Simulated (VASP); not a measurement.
# B (R3m) in VASP: a series of runs

The runs below take B through single point, with PBE.

Program: VASP 6.6.1. These are calculated values, not measurements. Logs are shortened: lines on timing, memory, paths and dates and some standing lists are left out, and cuts for length are marked.

### 1 The cell of the first run

The structure is trigonal, space group R3m (No. 160). The conventional cell has a = 7.042 Å, b = 7.042 Å, c = 2.856 Å, α = 90.00°, β = 90.00°, γ = 120.00°. B (site symmetry m) has 7 B at 1.74 to 1.92 Å within 2.3 Å. B (site symmetry m) has 7 B at 1.74 to 2.30 Å within 2.3 Å.

### 2 Single point, PBE

INCAR reads:

```
PREC = Accurate
ENCUT = 520
EDIFF = 1E-6
ISMEAR = 0
SIGMA = 0.1
LREAL = False
LASPH = True
NELM = 60
ALGO = Normal
ISIF = 2
LWAVE = False
LCHARG = False
GGA = PE
NBANDS = 18
```

KPOINTS reads:

```
Automatic mesh
0
Gamma
  6 6 6
```

POSCAR reads:

```
B
1.0
    3.5210193946      2.0328614953      0.9520765013
   -3.5210193946      2.0328614953      0.9520765013
    0.0000000000     -4.0657229906      0.9520765013
B
6
Direct
    0.0061921329      0.2633609825      0.0061921329
    0.0061921329      0.0061921329      0.2633609825
    0.2633609825      0.0061921329      0.0061921329
    0.7213324902      0.3947897711      0.7213324902
    0.7213324902      0.7213324902      0.3947897711
    0.3947897711      0.7213324902      0.7213324902
```

Potentials or basis: VASP PAW PBE potentials, release 64 (B).

Started as:

```bash
$ cat potpaw_PBE.64/B/POTCAR > POTCAR
$ mpirun -np 1 vasp_std > vasp.out
```

OUTCAR:

```text
PREC = Accurate
   ENCUT = 520
   EDIFF = 1E-6
   ISMEAR = 0
   LREAL = False
   LASPH = True
   NELM = 60
   ISIF = 2
   GGA = PE

 ion  position               nearest neighbor table
   1  0.006  0.263  0.006-   4 1.74   3 1.81   2 1.81   5 1.83   6 1.83   5 1.92   6 1.92
   2  0.006  0.006  0.263-   5 1.74   3 1.81   1 1.81   4 1.83   6 1.83   6 1.92   4 1.92
   3  0.263  0.006  0.006-   6 1.74   1 1.81   2 1.81   5 1.83   4 1.83   5 1.92   4 1.92
   4  0.721  0.395  0.721-   1 1.74   2 1.83   3 1.83   2 1.92   3 1.92
   5  0.721  0.721  0.395-   2 1.74   1 1.83   3 1.83   3 1.92   1 1.92
   6  0.395  0.721  0.721-   3 1.74   2 1.83   1 1.83   2 1.92   1 1.92

  LATTYP: Found a trigonal (rhomboedric) cell.
 ALAT       =     4.1757098918
 COS(alpha) =    -0.4220216009

  Lattice vectors:

 A1 = (   3.5210193946,   2.0328614953,   0.9520765013)
 A2 = (  -3.5210193946,   2.0328614953,   0.9520765013)
 A3 = (   0.0000000000,  -4.0657229906,   0.9520765013)

Analysis of symmetry for initial positions (statically):
=====================================================================
 Subroutine PRICEL returns:
 Original cell was already a primitive cell.

 Routine SETGRP: Setting up the symmetry group for a
 trigonal (rhombohedral) supercell.

 Subroutine GETGRP returns: Found  6 space group operations
 (whereof  6 operations were pure point group operations)
 out of a pool of 12 trial point group operations.

The static configuration has the point symmetry C_3v.

Analysis of symmetry for dynamics (positions and initial velocities):
=====================================================================
 Subroutine PRICEL returns:
 Original cell was already a primitive cell.

 Routine SETGRP: Setting up the symmetry group for a
 trigonal (rhombohedral) supercell.

 Subroutine GETGRP returns: Found  6 space group operations
 (whereof  6 operations were pure point group operations)
 out of a pool of 12 trial point group operations.

The dynamic configuration has the point symmetry C_3v.

 Subroutine INISYM returns: Found  6 space group operations
 (whereof  6 operations are pure point group operations),
 and found     1 'primitive' translations

----------------------------------------------------------------------------------------

                                     Primitive cell

  volume of cell :      40.8883

  direct lattice vectors                    reciprocal lattice vectors
     3.521019395  2.032861495  0.952076501     0.142004330  0.081986238  0.350111922
    -3.521019395  2.032861495  0.952076501    -0.142004330  0.081986238  0.350111922
     0.000000000 -4.065722991  0.952076501     0.000000000 -0.163972476  0.350111922

  length of vectors
     4.175709892  4.175709892  4.175709892     0.386607463  0.386607463  0.386607463

  position of ions in fractional coordinates (direct lattice)
     0.006192133  0.263360982  0.006192133
     0.006192133  0.006192133  0.263360982
     0.263360982  0.006192133  0.006192133
     0.721332490  0.394789771  0.721332490
     0.721332490  0.721332490  0.394789771
     0.394789771  0.721332490  0.721332490

  ion indices of the primitive-cell ions
   primitive index   ion index
                 1           1
                 2           2
                 3           3
                 4           4
                 5           5
                 6           6

----------------------------------------------------------------------------------------

 KPOINTS: Automatic mesh

Automatic generation of k-mesh.
 Grid dimensions read from file:
 generate k-points for:    6    6    6

 Generating k-lattice:

  Cartesian coordinates                     Fractional coordinates (reciprocal lattice)
     0.023667388  0.013664373  0.058351987     0.166666667 -0.000000000  0.000000000
    -0.023667388  0.013664373  0.058351987    -0.000000000  0.166666667  0.000000000
     0.000000000 -0.027328746  0.058351987     0.000000000  0.000000000  0.166666667

  Length of vectors
     0.064434577  0.064434577  0.064434577

  Shift w.r.t. Gamma in fractional coordinates (k-lattice)
     0.000000000  0.000000000  0.000000000

 Subroutine IBZKPT returns following result:
 ===========================================

 Found     32 irreducible k-points:

 Following reciprocal coordinates:
            Coordinates               Weight
  0.000000  0.000000  0.000000      1.000000
  0.166667 -0.000000  0.000000      6.000000
  0.333333  0.000000  0.000000      6.000000
  0.500000  0.000000  0.000000      3.000000
  0.166667  0.166667  0.000000      6.000000
  0.333333  0.166667  0.000000     12.000000
[... 16 lines left out ...]
  0.500000  0.500000  0.166667      6.000000
 -0.333333  0.500000  0.166667     12.000000
 [... further k-points ...]
   k-points           NKPTS =     32   k-points in BZ     NKDIM =     32   number of bands    NBANDS=     18
   number of dos      NEDOS =    301   number of ions     NIONS =      6
   total plane-waves  NPLWV =  32768
   dimension x,y,z NGX =    32 NGY =   32 NGZ =   32
   dimension x,y,z NGXF=    64 NGYF=   64 NGZF=   64
   ions per type =               6
   NGX,Y,Z   is equivalent  to a cutoff of  12.74, 12.74, 12.74 a.u.
   NGXF,Y,Z  is equivalent  to a cutoff of  25.48, 25.48, 25.48 a.u.
 SYSTEM =  unknown system
   PREC   = accura    normal or accurate (medium, high low for compatibility)
   ISTART =      0    job   : 0-new  1-cont  2-samecut
   ICHARG =      2    charge: 1-file 2-atom 10-const
   ISPIN  =      1    spin polarized calculation?
   LNONCOLLINEAR =      F non collinear calculations
   LSORBIT =      F    spin-orbit coupling
   LASPH  =      T    aspherical Exc in radial PAW
   ENCUT  =  520.0 eV  38.22 Ry    6.18 a.u.   7.76  7.76  7.76*2*pi/ulx,y,z
   NELM   =     60;   NELMIN=  2; NELMDL= -5     # of ELM steps
   EDIFF  = 0.1E-05   stopping-criterion for ELM
   LREAL  =      F    real-space projection
   EDIFFG = 0.1E-04   stopping-criterion for IOM
   NSW    =      0    number of steps for IOM
   IBRION =     -1    ionic relax: 0-MD 1-quasi-New 2-CG
   NFREE  =      0    steps in history (QN), initial steepest desc. (CG)
   ISIF   =      2    stress and relaxation
   ISYM   =      2    0-nonsym 1-usesym 2-fastsym
   POTIM  = 0.5000    time-step for ionic-motion
   TEBEG  =    0.0;   TEEND  =   0.0 temperature during run
   PSTRESS=    0.0 pullay stress
   NELECT =      18.0000    total number of electrons
   NUPDOWN=      -1.0000    fix difference up-down
   EMIN   =  10.00;   EMAX   =-10.00  energy-range for DOS
   EFERMI =   0.00;   METHOD = LEGACY
   ISMEAR =     0;   SIGMA  =   0.10  broadening in eV -4-tet -1-fermi 0-gaus
   EFERMI_NEDOS =   21; number of points for ismear=-14 and -15
   IALGO  =     38    algorithm
   IMIX   =      4    mixing-type and parameters
     AMIX     =   0.40;   BMIX     =  1.00
     AMIX_MAG =   1.60;   BMIX_MAG =  1.00
  volume/ion in A,a.u.               =       6.81        45.99
  Fermi-wavevector in a.u.,A,eV,Ry     =   1.245372  2.353413 21.101988  1.550952
  Thomas-Fermi vector in A             =   2.379598
   LORBIT       =      0    0 simple, 1 ext, 2 COOP (PROOUT), +10 PAW based schemes
   GGA     = PE    functional components
   LHFCALC =     F    Hartree Fock is set to
   AEXX    =    0.0000 exact exchange contribution
   IVDW    =     0    specifies the selected vdW correction
   LEPSILON=     F    determine dielectric tensor
   LRPA    =     F    only Hartree local field effects (RPA)
 non-spin polarized calculation
 Gauss-broadening in eV      SIGMA  =   0.10
  energy-cutoff  :      520.00
  volume of cell :       40.89
 maximum number of plane-waves:      1114
   NGX = 15   NGY = 15   NGZ = 15

 number of electron      18.0000000 magnetization

 Free energy of the ion-electron system (eV)
  ---------------------------------------------------
  ext. energy  EPLUGINS =         0.00000000
  ---------------------------------------------------
  free energy    TOTEN  =       -35.91190123 eV

  energy without entropy =      -35.90613925  energy(sigma->0) =      -35.90902024

 E-fermi :   7.5033     XC(G=0): -12.1406

 val. band max:        7.4971275683   @ k =  -0.3333   0.1667   0.1667
 cond. band min:       7.5169652228   @ k =   0.1667   0.1667   0.1667
 fundamental gap:      0.0198376545
 Fermi energy:         7.5033078874

 k-point     1 :       0.0000    0.0000    0.0000
  band No.  band energies     occupation
      1      -9.3808      2.00000
      2      -1.2304      2.00000
      3      -0.2676      2.00000
      4      -0.2676      2.00000
      5       1.2247      2.00000
      6       1.2247      2.00000
[... 10 lines left out ...]
     17      17.8394      0.00000
     18      17.8394      0.00000

 k-point     2 :       0.1667   -0.0000    0.0000
  band No.  band energies     occupation
      1      -8.9054      2.00000
      2      -1.6605      2.00000
      3      -0.3114      2.00000
      4       0.4326      2.00000
      5       1.3264      2.00000
      6       1.7462      2.00000
[... 10 lines left out ...]
     17      18.8375      0.00000
     18      19.0089      0.00000

 k-point     3 :       0.3333    0.0000    0.0000
  band No.  band energies     occupation
      1      -7.4958      2.00000
      2      -2.0990      2.00000
      3      -1.4577      2.00000
      4      -0.2358      2.00000
      5       1.4293      2.00000
      6       2.0226      2.00000
[... 10 lines left out ...]
     17      17.3053      0.00000
     18      19.4015      0.00000

 k-point     4 :       0.5000    0.0000    0.0000
  band No.  band energies     occupation
      1      -5.5822      2.00000
      2      -4.6628      2.00000
      3      -1.1511      2.00000
      4       0.0189      2.00000
      5       0.1859      2.00000
      6       1.8300      2.00000
[... 375 lines left out ...]
      4      -0.4914      2.00000
      5       0.7149      2.00000
      6       1.6912      2.00000
[... 10 lines left out ...]
     17      17.1466      0.00000
     18      18.7103      0.00000

 k-point    23 :       0.5000    0.5000    0.1667
  band No.  band energies     occupation
      1      -7.6059      2.00000
      2      -5.1789      2.00000
      3      -2.6111      2.00000
      4       0.2742      2.00000
      5       1.3105      2.00000
      6       4.4548      2.00000
[... 10 lines left out ...]
     17      18.4445      0.00000
     18      18.4881      0.00000

 k-point    24 :      -0.3333    0.5000    0.1667
  band No.  band energies     occupation
      1      -6.6357      2.00000
      2      -3.8098      2.00000
      3      -2.0733      2.00000
      4      -0.9086      2.00000
      5       0.5022      2.00000
      6       1.9580      2.00000
[... 10 lines left out ...]
     17      16.7952      0.00000
     18      19.2230      0.00000

 [... further k-points ...]

------------------------ aborting loop because EDIFF is reached ----------------------------------------

  FORCE on cell =-STRESS in cart. coord.  units (eV):
  Direction    XX          YY          ZZ          XY          YZ          ZX
  --------------------------------------------------------------------------------------
  -------------------------------------------------------------------------------------
  Total        0.0123168      0.0123168      0.0022109     -0.0000000      0.0000000      0.0000000
  in kB        0.4826256      0.4826256      0.0866319     -0.0000000      0.0000000      0.0000000
  external PRESSURE =       0.3506277 kB  Pullay stress =       0.0000000 kB

 VOLUME and BASIS-vectors are now :
 -----------------------------------------------------------------------------
  energy-cutoff  :      520.00
  volume of cell :       40.89
      direct lattice vectors                 reciprocal lattice vectors
     3.521019395  2.032861495  0.952076501     0.142004330  0.081986238  0.350111922
    -3.521019395  2.032861495  0.952076501    -0.142004330  0.081986238  0.350111922
     0.000000000 -4.065722991  0.952076501     0.000000000 -0.163972476  0.350111922

 POSITION                                       TOTAL-FORCE (eV/Angst)
 -----------------------------------------------------------------------------------
     -0.90550      0.52279      0.26253        -0.003631      0.002096     -0.004303
      0.00000     -1.04558      0.26253         0.000000     -0.004192     -0.004303
      0.90550      0.52279      0.26253         0.003631      0.002096     -0.004303
      1.14976     -0.66382      1.74940         0.000301     -0.000174      0.004303
      0.00000      1.32763      1.74940         0.000000      0.000347      0.004303
     -1.14976     -0.66382      1.74940        -0.000301     -0.000174      0.004303
 -----------------------------------------------------------------------------------
    total drift:                               -0.000000     -0.000000     -0.000211

  FREE ENERGIE OF THE ION-ELECTRON SYSTEM (eV)
  ---------------------------------------------------
  free  energy   TOTEN  =       -35.9119012262 eV

  energy  without entropy=      -35.9061392549  energy(sigma->0) =      -35.90902024
```

It took 36 s on 1 thread of Intel Xeon 8259CL, shared host; peak memory 0.17 GiB.

Results:

* Free energy: -35.9119 eV
* Pressure: 0.0 GPa
* Largest force: 0.006 eV/Å
* Band gap on the k mesh: zero (bands 9 and 10 overlap by 2.85 eV)

Forces in eV/Å, atoms in the order of the input:
```
B   -0.004  0.002 -0.004
B    0.000 -0.004 -0.004
B    0.004  0.002 -0.004
B    0.000  0.000  0.004
B    0.000  0.000  0.004
B    0.000  0.000  0.004
```

Caveat: the k points lie up to 0.40 Å⁻¹ apart, too coarse for converged energies and pressures of a metal.

### 3 Single point, PBE

This run uses another cell than the first one, of 7.70 Å³/atom.

INCAR reads:

```
SYSTEM = B
ALGO = Normal
EDIFF = 1E-6
ENCUT = 520
GGA = PE
ISIF = 2
ISMEAR = 0
LASPH = .TRUE.
LCHARG = .FALSE.
LREAL = .FALSE.
LWAVE = .FALSE.
NBANDS = 18
NELM = 80
PREC = Accurate
SIGMA = 0.1
```

KPOINTS reads:

```
k-points
0
G
  6 6 6
  0 0 0
```

POSCAR reads:

```
B
1.0
    3.9385197400      2.2739054300      0.8598221100
   -3.9385197400      2.2739054300      0.8598221100
    0.0000000000     -4.5478108600      0.8598221100
B
6
Direct
    0.0001900000      0.2636199900      0.0001900000
    0.0001900000      0.0001900000      0.2636199900
    0.2636199900      0.0001900000      0.0001900000
    0.7288000000      0.3916000100      0.7288000000
    0.7288000000      0.7288000000      0.3916000100
    0.3916000100      0.7288000000      0.7288000000
```

Potentials or basis: VASP PAW PBE potentials, release 64 (B).

Started as:

```bash
$ cat potpaw_PBE.64/B/POTCAR > POTCAR
$ mpirun -np 1 vasp_std > vasp.out
```

It used 44 s of CPU time on 1 thread of Intel Xeon 8259CL, on a shared host.

The run converged. Its results:

| Item | Value |
| --- | --- |
| Free energy | -34.5693 eV |
| Pressure | -20.0 GPa |
| Largest force | 0.543 eV/Å |
| Band gap on the k mesh | zero (bands 9 and 10 overlap by 4.66 eV) |

Forces on the atoms (eV/Å):
```
B   -0.395  0.228 -0.295
B    0.000 -0.456 -0.295
B    0.395  0.228 -0.295
B   -0.029  0.016  0.295
B    0.000 -0.033  0.295
B    0.029  0.016  0.295
```

Stress tensor (GPa, compression positive):
```
-29.26   0.00   0.00
  0.00 -29.26   0.00
  0.00   0.00  -1.39
```

Levels at points of the mesh, in eV from the Fermi level:
| k point | band 6 | band 7 | band 8 | band 9 | band 10 | band 11 | band 12 | band 13 |
| --- | --- | --- | --- | --- | --- | --- | --- | --- |
| (0.00, 0.00, 0.00) | -7.01 | -4.89 | 0.64 | 2.50 | 2.50 | 3.18 | 3.18 | 7.02 |
| (0.50, 0.00, 0.00) | -5.04 | -4.33 | -4.00 | -1.85 | -0.11 | 0.75 | 2.27 | 3.73 |
| (0.50, 0.50, 0.00) | -3.02 | -0.89 | -0.84 | -0.12 | -0.05 | 2.86 | 4.04 | 5.62 |
| (0.50, 0.50, 0.50) | -7.42 | -2.34 | -2.12 | -2.12 | 0.67 | 0.67 | 3.01 | 5.07 |

Caveat: the k points lie up to 0.43 Å⁻¹ apart, too coarse for converged energies and pressures of a metal.
